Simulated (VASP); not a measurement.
# GaN (F-43m) in VASP: dielectric tensor with r2SCAN

Aim: the dielectric tensor of GaN with r2SCAN.

Everything below comes from runs of VASP 6.6.1. Logs are shortened: lines on timing, memory, paths and dates and some standing lists are left out, and cuts for length are marked.

### 1 The cell of the first run

Symmetry: F-43m, No. 216, cubic system. The conventional cell has a = 4.498 Å, b = 4.498 Å, c = 4.498 Å, α = 90.00°, β = 90.00°, γ = 90.00°. Ga (site symmetry -43m) has 4 N at 1.95 Å within 2.6 Å. Within 2.6 Å of N (site symmetry -43m) lie 4 Ga at 1.95 Å.

### 2 Dielectric tensor, r2SCAN

File INCAR:

```
  ALGO = Normal
  EDIFF = 1E-8
  ENCUT = 520
  ISIF = 2
  ISMEAR = 0
  LASPH = T
  LCALCEPS = T
  LCHARG = F
  LMIXTAU = T
  LREAL = F
  LWAVE = F
  METAGGA = R2SCAN
  NELM = 100
  PREC = Accurate
  SIGMA = 0.01
```

File KPOINTS:

```
k-points
0
Gamma
  8 8 8
```

File POSCAR:

```
GaN
1.0
    0.0000000000      2.2489525411      2.2489525411
    2.2489525411      0.0000000000      2.2489525411
    2.2489525411      2.2489525411      0.0000000000
Ga N
1 1
Direct
    0.0000000000      0.0000000000      0.0000000000
    0.2500000000      0.2500000000      0.2500000000
```

Potentials or basis: VASP PAW PBE potentials, release 64 (Ga_d, N).

Started as:

```bash
$ cat potpaw_PBE.64/Ga_d/POTCAR potpaw_PBE.64/N/POTCAR > POTCAR
$ mpirun -np 1 vasp_std > vasp.out
```

OUTCAR:

```text
EDIFF = 1E-8
   ENCUT = 520
   ISIF = 2
   ISMEAR = 0
   LASPH = T
   LREAL = F
   METAGGA = R2SCAN
   NELM = 100
   PREC = Accurate

 ion  position               nearest neighbor table
   1  0.000  0.000  0.000-   2 1.95   2 1.95   2 1.95   2 1.95
   2  0.250  0.250  0.250-   1 1.95   1 1.95   1 1.95   1 1.95

  LATTYP: Found a face centered cubic cell.
 ALAT       =     4.4979050822

  Lattice vectors:

 A1 = (   0.0000000000,   2.2489525411,   2.2489525411)
 A2 = (   2.2489525411,   0.0000000000,   2.2489525411)
 A3 = (   2.2489525411,   2.2489525411,   0.0000000000)

Analysis of symmetry for initial positions (statically):
=====================================================================
 Subroutine PRICEL returns:
 Original cell was already a primitive cell.

 Routine SETGRP: Setting up the symmetry group for a
 face centered cubic supercell.

 Subroutine GETGRP returns: Found 24 space group operations
 (whereof 24 operations were pure point group operations)
 out of a pool of 48 trial point group operations.

The static configuration has the point symmetry T_d .

Analysis of symmetry for dynamics (positions and initial velocities):
=====================================================================
 Subroutine PRICEL returns:
 Original cell was already a primitive cell.

 Routine SETGRP: Setting up the symmetry group for a
 face centered cubic supercell.

 Subroutine GETGRP returns: Found 24 space group operations
 (whereof 24 operations were pure point group operations)
 out of a pool of 48 trial point group operations.

The dynamic configuration has the point symmetry T_d .

 Subroutine INISYM returns: Found 24 space group operations
 (whereof 24 operations are pure point group operations),
 and found     1 'primitive' translations

----------------------------------------------------------------------------------------

                                     Primitive cell

  volume of cell :      22.7494

  direct lattice vectors                    reciprocal lattice vectors
     0.000000000  2.248952541  2.248952541    -0.222325723  0.222325723  0.222325723
     2.248952541  0.000000000  2.248952541     0.222325723 -0.222325723  0.222325723
     2.248952541  2.248952541  0.000000000     0.222325723  0.222325723 -0.222325723

  length of vectors
     3.180499185  3.180499185  3.180499185     0.385079448  0.385079448  0.385079448

  position of ions in fractional coordinates (direct lattice)
     0.000000000  0.000000000  0.000000000
     0.250000000  0.250000000  0.250000000

  ion indices of the primitive-cell ions
   primitive index   ion index
                 1           1
                 2           2

----------------------------------------------------------------------------------------

 KPOINTS: k-points

Automatic generation of k-mesh.
 Grid dimensions read from file:
 generate k-points for:    8    8    8

 Generating k-lattice:

  Cartesian coordinates                     Fractional coordinates (reciprocal lattice)
    -0.027790715  0.027790715  0.027790715     0.125000000  0.000000000  0.000000000
     0.027790715 -0.027790715  0.027790715     0.000000000  0.125000000  0.000000000
     0.027790715  0.027790715 -0.027790715     0.000000000  0.000000000  0.125000000

  Length of vectors
     0.048134931  0.048134931  0.048134931

  Shift w.r.t. Gamma in fractional coordinates (k-lattice)
     0.000000000  0.000000000  0.000000000

 Subroutine IBZKPT returns following result:
 ===========================================

 Found     29 irreducible k-points:

 Following reciprocal coordinates:
            Coordinates               Weight
  0.000000  0.000000  0.000000      1.000000
  0.125000  0.000000  0.000000      8.000000
  0.250000  0.000000  0.000000      8.000000
  0.375000  0.000000  0.000000      8.000000
  0.500000  0.000000  0.000000      4.000000
  0.125000  0.125000  0.000000      6.000000
[... 16 lines left out ...]
  0.500000  0.250000  0.125000     48.000000
 -0.375000  0.250000  0.125000     24.000000
 [... further k-points ...]
   k-points           NKPTS =     29   k-points in BZ     NKDIM =     29   number of bands    NBANDS=     13
   number of dos      NEDOS =    301   number of ions     NIONS =      2
   total plane-waves  NPLWV =  13824
   dimension x,y,z NGX =    24 NGY =   24 NGZ =   24
   dimension x,y,z NGXF=    48 NGYF=   48 NGZF=   48
   ions per type =               1   1
   NGX,Y,Z   is equivalent  to a cutoff of  12.54, 12.54, 12.54 a.u.
   NGXF,Y,Z  is equivalent  to a cutoff of  25.09, 25.09, 25.09 a.u.
 SYSTEM =  unknown system
   PREC   = accura    normal or accurate (medium, high low for compatibility)
   ISTART =      0    job   : 0-new  1-cont  2-samecut
   ICHARG =      2    charge: 1-file 2-atom 10-const
   ISPIN  =      1    spin polarized calculation?
   LNONCOLLINEAR =      F non collinear calculations
   LSORBIT =      F    spin-orbit coupling
   LASPH  =      T    aspherical Exc in radial PAW
   ENCUT  =  520.0 eV  38.22 Ry    6.18 a.u.   5.91  5.91  5.91*2*pi/ulx,y,z
   NELM   =    100;   NELMIN=  2; NELMDL= -5     # of ELM steps
   EDIFF  = 0.1E-07   stopping-criterion for ELM
   LREAL  =      F    real-space projection
   EDIFFG = 0.1E-06   stopping-criterion for IOM
   NSW    =      0    number of steps for IOM
   IBRION =     -1    ionic relax: 0-MD 1-quasi-New 2-CG
   NFREE  =      0    steps in history (QN), initial steepest desc. (CG)
   ISIF   =      2    stress and relaxation
   ISYM   =      2    0-nonsym 1-usesym 2-fastsym
   POTIM  = 0.5000    time-step for ionic-motion
   TEBEG  =    0.0;   TEEND  =   0.0 temperature during run
   PSTRESS=    0.0 pullay stress
   NELECT =      18.0000    total number of electrons
   NUPDOWN=      -1.0000    fix difference up-down
   EMIN   =  10.00;   EMAX   =-10.00  energy-range for DOS
   EFERMI =   0.00;   METHOD = LEGACY
   ISMEAR =     0;   SIGMA  =   0.01  broadening in eV -4-tet -1-fermi 0-gaus
   EFERMI_NEDOS =   21; number of points for ismear=-14 and -15
   IALGO  =     38    algorithm
   IMIX   =      4    mixing-type and parameters
     AMIX     =   0.40;   BMIX     =  1.00
     AMIX_MAG =   1.60;   BMIX_MAG =  1.00
  volume/ion in A,a.u.               =      11.37        76.76
  Fermi-wavevector in a.u.,A,eV,Ry     =   1.514173  2.861371 31.194330  2.292719
  Thomas-Fermi vector in A             =   2.623866
   LORBIT       =      0    0 simple, 1 ext, 2 COOP (PROOUT), +10 PAW based schemes
   METAGGA = R2SCAN    functional components
   LHFCALC =     F    Hartree Fock is set to
   AEXX    =    0.0000 exact exchange contribution
   IVDW    =     0    specifies the selected vdW correction
   LEPSILON=     F    determine dielectric tensor
   LRPA    =     F    only Hartree local field effects (RPA)
   LRPA       =     F
 non-spin polarized calculation
 Gauss-broadening in eV      SIGMA  =   0.01
  energy-cutoff  :      520.00
  volume of cell :       22.75
 maximum number of plane-waves:       620
   NGX = 11   NGY = 11   NGZ = 11

 Total electronic dipole moment: p[elc]=(    -0.00019    -0.00019    -0.00020 ) |e| Angst

 number of electron      18.0000009 magnetization

 Free energy of the ion-electron system (eV)
  ---------------------------------------------------
  ext. energy  EPLUGINS =         0.00000000
  ---------------------------------------------------
  free energy    TOTEN  =       -21.89607368 eV

  energy without entropy =      -21.89607368  energy(sigma->0) =      -21.89607368

 E-fermi :   5.1376     XC(G=0): -12.6704

 val. band max:        5.0830842724   @ k =   0.0000   0.0000   0.0000
 cond. band min:   10000.0000000000   @ k =   0.0000   0.0000   0.0000
 fundamental gap:   9994.9169157276
 Fermi energy:         5.1376296023

 k-point     1 :       0.0000    0.0000    0.0000
  band No.  band energies     occupation
      1     -11.7001      2.00000
      2      -8.7531      2.00000
      3      -8.7527      2.00000
      4      -8.7523      2.00000
      5      -8.3955      2.00000
      6      -8.3955      2.00000
      7       5.0829      2.00000
      8       5.0830      2.00000
      9       5.0831      2.00000
     10   10000.0000      0.00000
     11   10000.0000      0.00000
     12   10000.0000      0.00000
     13   10000.0000      0.00000

 k-point     2 :       0.1250    0.0000    0.0000
  band No.  band energies     occupation
      1     -11.5287      2.00000
      2      -8.7309      2.00000
      3      -8.7305      2.00000
      4      -8.6872      2.00000
      5      -8.3971      2.00000
      6      -8.3971      2.00000
      7       3.5510      2.00000
      8       4.9155      2.00000
      9       4.9156      2.00000
     10   10000.0000      0.00000
     11   10000.0000      0.00000
     12   10000.0000      0.00000
     13   10000.0000      0.00000

 k-point     3 :       0.2500    0.0000    0.0000
  band No.  band energies     occupation
      1     -11.1339      2.00000
      2      -8.6868      2.00000
      3      -8.6865      2.00000
      4      -8.3952      2.00000
      5      -8.3910      2.00000
      6      -8.3908      2.00000
      7       1.1387      2.00000
      8       4.5440      2.00000
      9       4.5441      2.00000
     10   10000.0000      0.00000
     11   10000.0000      0.00000
     12   10000.0000      0.00000
     13   10000.0000      0.00000
[... 305 lines left out ...]
 k-point    23 :       0.5000    0.2500    0.1250
  band No.  band energies     occupation
      1     -10.6571      2.00000
      2      -8.6281      2.00000
      3      -8.5848      2.00000
      4      -8.4471      2.00000
      5      -8.3605      2.00000
      6      -7.4018      2.00000
      7      -0.6903      2.00000
      8       2.1728      2.00000
      9       3.5132      2.00000
     10   10000.0000      0.00000
     11   10000.0000      0.00000
     12   10000.0000      0.00000
     13   10000.0000      0.00000

 k-point    24 :      -0.3750    0.2500    0.1250
  band No.  band energies     occupation
      1     -10.5862      2.00000
      2      -8.6319      2.00000
      3      -8.5714      2.00000
      4      -8.4185      2.00000
      5      -8.3635      2.00000
      6      -6.9748      2.00000
      7      -1.4682      2.00000
      8       2.0044      2.00000
      9       3.2560      2.00000
     10   10000.0000      0.00000
     11   10000.0000      0.00000
     12   10000.0000      0.00000
     13   10000.0000      0.00000

 [... further k-points ...]

------------------------ aborting loop because EDIFF is reached ----------------------------------------

            Ionic dipole moment: p[ion]=(     5.62238     5.62238     5.62238 ) |e| Angst

 Total electronic dipole moment: p[elc]=(    -0.00019    -0.00019     0.00535 ) |e| Angst

 MACROSCOPIC STATIC DIELECTRIC TENSOR (including local field effects)
 ------------------------------------------------------
           5.407179     0.000000     0.000000
           0.000000     5.407179    -0.000000
          -0.000000     0.000000     5.407179
 ------------------------------------------------------

 PIEZOELECTRIC TENSOR (including local field effects) (e Angst)
          XX          YY          ZZ          XY          YZ          ZX
  --------------------------------------------------------------------------------
  x     0.00000    -0.00000    -0.00000     0.00000    -1.42406    -0.00000
  y     0.00000    -0.00000     0.00000    -0.00000     0.00000    -1.42406
  z     0.00000     0.00000     0.00000    -1.42406     0.00000     0.00000

 PIEZOELECTRIC TENSOR (including local field effects) (C/m^2)
          XX          YY          ZZ          XY          YZ          ZX
  --------------------------------------------------------------------------------
  x     0.00000    -0.00000    -0.00000     0.00000    -1.00292    -0.00000
  y     0.00000    -0.00000     0.00000    -0.00000     0.00000    -1.00292
  z     0.00000     0.00000     0.00000    -1.00292     0.00000     0.00000

 BORN EFFECTIVE CHARGES (including local field effects) (in |e|, cummulative output)
 ---------------------------------------------------------------------------------
 ion    1
    1     2.66513     0.00000     0.00000
    2     0.00000     2.66513     0.00000
    3     0.00000     0.00000     2.66513
 ion    2
    1    -2.66513     0.00000     0.00000
    2     0.00000    -2.66513     0.00000
    3     0.00000     0.00000    -2.66513

  FORCE on cell =-STRESS in cart. coord.  units (eV):
  Direction    XX          YY          ZZ          XY          YZ          ZX
  --------------------------------------------------------------------------------------
  -------------------------------------------------------------------------------------
  Total        0.1555291      0.1555291      0.1555291      0.0000000      0.0000000      0.0000000
  in kB       10.9534614     10.9534614     10.9534614      0.0000000      0.0000000      0.0000000
  external PRESSURE =      10.9534614 kB  Pullay stress =       0.0000000 kB

 VOLUME and BASIS-vectors are now :
 -----------------------------------------------------------------------------
  energy-cutoff  :      520.00
  volume of cell :       22.75
      direct lattice vectors                 reciprocal lattice vectors
     0.000000000  2.248952541  2.248952541    -0.222325723  0.222325723  0.222325723
     2.248952541  0.000000000  2.248952541     0.222325723 -0.222325723  0.222325723
     2.248952541  2.248952541  0.000000000     0.222325723  0.222325723 -0.222325723

 POSITION                                       TOTAL-FORCE (eV/Angst)
 -----------------------------------------------------------------------------------
      0.00000      0.00000      0.00000         0.000000      0.000000     -0.000000
      1.12448      1.12448      1.12448        -0.000000     -0.000000      0.000000
 -----------------------------------------------------------------------------------
    total drift:                                0.000008      0.000008      0.000008

  FREE ENERGIE OF THE ION-ELECTRON SYSTEM (eV)
  ---------------------------------------------------
  free  energy   TOTEN  =       -21.8960736782 eV

  energy  without entropy=      -21.8960736782  energy(sigma->0) =      -21.89607368
```

Wall time 37 min (1 thread of AMD EPYC 7R13 (Zen 3), shared host); peak memory 0.28 GiB.

What came out:

```yaml
Band_gap_on_the_k_mesh: 2.16 eV, direct
Electronic_dielectric_tensor_diagonal: 5.41
Born_charges_mean_of_the_diagonal: Ga +2.67; N -2.67 e
```

Electronic dielectric tensor:
```
5.41 0.00 0.00
0.00 5.41 0.00
0.00 0.00 5.41
```

Born effective charge tensors (e):
atom 1, Ga
```
2.67 0.00 0.00
0.00 2.67 0.00
0.00 0.00 2.67
```
atom 2, N
```
-2.67  0.00  0.00
 0.00 -2.67  0.00
 0.00  0.00 -2.67
```

Dipole moments of the cell (e·Å, modulo the quantum): ionic 5.622, 5.622, 5.622; electronic 0.000, 0.000, 0.005

Caveat: the PAW data sets were made with another functional, which shifts forces and pressure a little.
